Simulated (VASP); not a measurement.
Input of a VASP 6.6.1 run:

The input POSCAR:

```
Si
1.0
    2.7322169471      0.0000000000      0.0000000000
   -1.3661084736      2.3661692849      0.0000000000
    0.0000000000      0.0000000000      4.2809558065
Si
2
Direct
    0.3333333333      0.6666666667      0.2500000000
    0.6666666667      0.3333333333      0.7500000000
```

INCAR.step1

```
PREC = Accurate
ENCUT = 520
ISMEAR = 0
SIGMA = 0.15
LREAL = False
LASPH = True
NELM = 80
NBANDS = 11
GGA = PE
ALGO = Normal
EDIFF = 1E-4
LWAVE = True
LCHARG = False
```

Contents of INCAR.step2:

```
PREC = Accurate
ENCUT = 520
EDIFF = 1E-7
ISMEAR = 0
SIGMA = 0.15
LREAL = False
LASPH = True
NELM = 80
ALGO = Normal
ISIF = 2
LWAVE = False
LCHARG = False
METAGGA = R2SCAN
LMIXTAU = True
NBANDS = 11
ISTART = 1
```

Contents of KPOINTS:

```
Automatic mesh
0
Gamma
  24 24 10
```

Potentials or basis: VASP PAW PBE potentials, release 64 (Si).

Run with:

```console
$ cat potpaw_PBE.64/Si/POTCAR > POTCAR
$ cp INCAR.step1 INCAR
$ mpirun -np 1 vasp_std > vasp.out
$ cp INCAR.step2 INCAR
$ mpirun -np 1 vasp_std > vasp.out
```

Q: Estimate the pressure.

A: -0.5 GPa.

Q: What does it give for the band gap on the k mesh?

A: Zero (bands 4 and 5 overlap by 12.73 eV).

Stress tensor (GPa, compression positive):
```
-1.47  0.00  0.00
 0.00 -1.47  0.00
 0.00  0.00  1.36
```

Caveat: the cell differs from its parent crystal (strain +0.025 along x and y, -0.050 along z); the PAW data sets were made with another functional, which shifts forces and pressure a little.
